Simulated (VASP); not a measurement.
**GaAs: relaxation of cell and atoms with PBE**

Crystal: GaAs.

```
Ga As
1.0
     3.50171    0.00000    0.00000
     0.00000    3.95262    0.00000
     0.00000    0.00000    9.13259
Ga As
3 3
Direct
  0.50000 0.50000 0.17805
  0.50000 0.50000 0.82195
  0.00000 0.00000 0.50000
  0.50000 0.00000 0.32195
  0.00000 0.50000 0.00000
  0.50000 0.00000 0.67805
```

The cell was built from a structure type or drawn by symmetry, and may not be a known phase.

* Program: VASP 6.6.1
* Task: relaxation of cell and atoms
* Functional: PBE
* Potentials or basis: VASP PAW PBE potentials, release 64 (Ga_d, As)
* Cutoff: 600 eV
* k mesh: 6 × 4 × 2
* Occupations: gaussian, width 0.1 eV
* Spin: no spin polarisation
* Dipole correction: no
* Further INCAR settings: ALGO = Normal; EDIFF = 1e-07; IBRION = 2; EDIFFG = -0.04; NSW = 90; ISIF = 3

```json
{
 "Relaxed volume": "24.87 Å³/atom",
 "Relaxed cell": "a = 3.828 Å, b = 3.933 Å, c = 9.913 Å, α = 90.00°, β = 90.00°, γ = 90.00°",
 "Space group after relaxing (to 0.1 Å)": "Pmmm (No. 47)",
 "Energy gained by relaxing": "188.4 meV/atom",
 "Ionic steps": "10",
 "Pressure after relaxing": "-0.1 GPa",
 "Largest force after relaxing": "0.020 eV/Å",
 "Band gap on the k mesh": "zero (bands 27 and 28 overlap by 1.23 eV)"
}
```

Forces on the atoms (eV/Å):
```
Ga   0.000  0.000 -0.004
Ga   0.000  0.000  0.004
Ga   0.000  0.000  0.000
As   0.000  0.000  0.020
As   0.000  0.000  0.000
As   0.000  0.000 -0.020
```

Stress tensor (GPa, compression positive):
```
-0.21  0.00  0.00
 0.00  0.04  0.00
 0.00  0.00 -0.09
```

Step by step:
```tsv
step	energy change (eV)	largest force (eV/Å)	pressure (GPa)	volume (Å³)
1	0.0000	0.2551	14.07	126.40
2	-0.9084	0.5718	-3.34	163.06
3	-1.0555	0.5723	0.12	150.58
4	-1.0562	0.5753	-0.17	151.45
5	-1.1000	0.2869	-0.33	151.63
6	-1.1176	0.0437	-0.47	151.83
7	-1.1278	0.0348	-0.10	149.97
8	-1.1299	0.0234	0.14	148.81
9	-1.1299	0.0224	0.16	148.71
10	-1.1304	0.0196	-0.09	149.22
```

Final structure:
```
Ga As
1.0
     3.82767    0.00000    0.00000
     0.00000    3.93253    0.00000
     0.00000    0.00000    9.91302
Ga As
3 3
Direct
  0.50000 0.50000 0.17086
  0.50000 0.50000 0.82914
  0.00000 0.00000 0.50000
  0.50000 0.00000 0.32657
  0.00000 0.50000 0.00000
  0.50000 0.00000 0.67343
```

Levels at points of the mesh, in eV from the Fermi level:
| k point | band 24 | band 25 | band 26 | band 27 | band 28 | band 29 | band 30 | band 31 |
| --- | --- | --- | --- | --- | --- | --- | --- | --- |
| (0.00, 0.00, 0.00) | -1.02 | -0.80 | -0.79 | -0.12 | 0.27 | 1.70 | 2.30 | 2.64 |
| (0.50, 0.00, 0.00) | -2.30 | -0.89 | -0.59 | -0.13 | 0.98 | 1.81 | 2.24 | 3.71 |
| (0.00, 0.50, 0.00) | -2.15 | -1.16 | -0.98 | -0.97 | 0.64 | 1.71 | 2.20 | 3.71 |
| (0.50, 0.50, 0.00) | -3.22 | -2.90 | -1.47 | -1.08 | -0.28 | 0.06 | 1.67 | 2.23 |
| (0.00, 0.00, 0.50) | -1.49 | -1.44 | 0.46 | 0.65 | 1.02 | 1.35 | 2.22 | 2.51 |
| (0.50, 0.00, 0.50) | -1.13 | -0.83 | -0.67 | -0.52 | 0.99 | 1.36 | 2.53 | 3.12 |
| (0.00, 0.50, 0.50) | -0.98 | -0.97 | -0.59 | 0.58 | 0.64 | 0.78 | 0.92 | 3.68 |
| (0.50, 0.50, 0.50) | -3.28 | -2.92 | -1.43 | -1.28 | -0.54 | 0.05 | 1.19 | 1.61 |

It took 28 min on 1 thread of Intel Xeon 8259CL (shared host), peak memory 0.32 GiB.

Caveat: the k points lie up to 0.40 Å⁻¹ apart in the final cell, too coarse for converged energies and pressures of a metal; the volume moved by over 15 % at a fixed basis, so the end points are rough.
